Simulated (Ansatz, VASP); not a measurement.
**BP in VASP and in Ansatz**

File INCAR:

```
PREC = Accurate
ENCUT = 520
EDIFF = 1E-6
ISMEAR = -1
SIGMA = 0.02
LREAL = F
LASPH = T
NELM = 80
ALGO = Normal
ISIF = 2
LWAVE = F
LCHARG = T
GGA = PE
LELF = T
LVHAR = T
NBANDS = 11
```

Contents of KPOINTS:

```
Automatic mesh
0
Gamma
  10 10 10
```

POSCAR

```
BP
1.0
    0.0000000000      2.2683156840      2.2683156840
    2.3316016915      0.0000000000      2.2683156840
    2.3316016915      2.2683156840      0.0000000000
B P
1 1
Direct
    0.0000000000      0.0000000000      0.0000000000
    0.2500000000      0.2500000000      0.2500000000
```

Input for Ansatz:

```yaml
crystal:
  lattice:
    - [0.0, 2.268315684, 2.268315684]
    - [2.3316016915, 0.0, 2.268315684]
    - [2.3316016915, 2.268315684, 0.0]
  atoms:
    - { symbol: B, position: [0.0, 0.0, 0.0] }
    - { symbol: P, position: [0.25, 0.25, 0.25] }
kpoints:
  mp_grid: { grid: [10, 10, 10] }
  band_path:
    path:
      - [0.0, 0.0, 0.0]
      - [-0.5, -0.5, 0.0]
      - [-0.375, -0.375, 0.25]
      - [-0.375, 0.0, 0.375]
      - [0.0, 0.0, 0.5]
      - [-0.5, -0.25, 0.25]
      - [0.0, 0.4, 0.4]
    npoints: 1
hamiltonian:
  xc: pbe
scf:
  occupations: { method: fermi_dirac, width: 0.02 }
  n_extra_bands: 4
output:
  forces: true
  stress: true
  eigenvalues: true
```

Change from the starting cell: uniaxial_x strain +2.8%.

Alike in both runs: task single point; functional PBE; k mesh 10 × 10 × 10; occupations fermi-dirac, width 0.02 eV; no spin polarisation.

```csv
,VASP,Ansatz
version,VASP 6.6.1,Ansatz 0.2.0
potentials or method,"VASP PAW PBE potentials, release 64 (B, P)","plane waves, PAW"
plane-wave cutoff (eV),520,420
valence electrons in the cell,8,8
```

```csv
,VASP,Ansatz,Ansatz less VASP
gap on the k mesh at the Fermi level (eV),1.07,1.07,+0.004
pressure (GPa),-3.3,-3.1,+0.21
"traceless stress, the component that is largest in VASP (GPa)",-4.98,-4.98,+0.007
```

The functional is the same, so the differences come from potentials, cutoffs and numerics.
